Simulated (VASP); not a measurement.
W2S: single point with PBE

W2S:

```
CELL_PARAMETERS angstrom
4.49763 0.00000 0.00000
-2.24881 3.89506 0.00000
0.00000 0.00000 2.84534
ATOMIC_POSITIONS crystal
W 0.33333 0.66667 0.50000
W 0.66667 0.33333 0.50000
S 0.00000 0.00000 0.00000
```

| Item | Value |
| --- | --- |
| Program | VASP 6.6.1 |
| Task | single point |
| Functional | PBE |
| Potentials or basis | VASP PAW PBE potentials, release 64 (W_sv, S) |
| Cutoff | 520 eV |
| k mesh | 12 × 12 × 16 |
| Occupations | gaussian, width 0.1 eV |
| Spin | no spin polarisation |

- Pressure: 0.3 GPa
- Band gap on the k mesh: zero (band 17 reaches 10.96 eV, above the bottom of band 18 at 9.22 eV)

Stress tensor (GPa, compression positive):
```
0.43 0.00 0.00
0.00 0.43 0.00
0.00 0.00 0.09
```

Levels at points of the mesh, in eV from the Fermi level:
| k point | band 13 | band 14 | band 15 | band 16 | band 17 | band 18 | band 19 | band 20 | band 21 | band 22 |
| --- | --- | --- | --- | --- | --- | --- | --- | --- | --- | --- |
| (0.00, 0.00, 0.00) | -2.79 | -2.52 | -1.21 | -1.21 | 0.18 | 0.66 | 0.66 | 3.04 | 3.04 | 3.23 |
| (0.50, 0.00, 0.00) | -2.99 | -2.61 | -2.08 | -0.94 | 0.21 | 0.90 | 1.59 | 2.43 | 2.49 | 2.72 |
| (0.00, 0.00, 0.50) | -3.87 | -3.87 | -1.27 | -1.27 | -0.12 | -0.10 | -0.10 | 1.62 | 3.02 | 3.02 |
| (0.50, 0.00, 0.50) | -3.01 | -2.28 | -2.24 | -2.10 | 0.64 | 0.69 | 1.04 | 2.94 | 4.09 | 4.20 |

It took 2.3 min on 1 thread of Intel(R) Xeon(R) Platinum 8259CL CPU @ 2.50GHz (Skylake/Cascade Lake), with other jobs on the host, peak memory 0.31 GiB.

Caveat: spin-orbit coupling is left out, which moves the levels of the heavy elements.
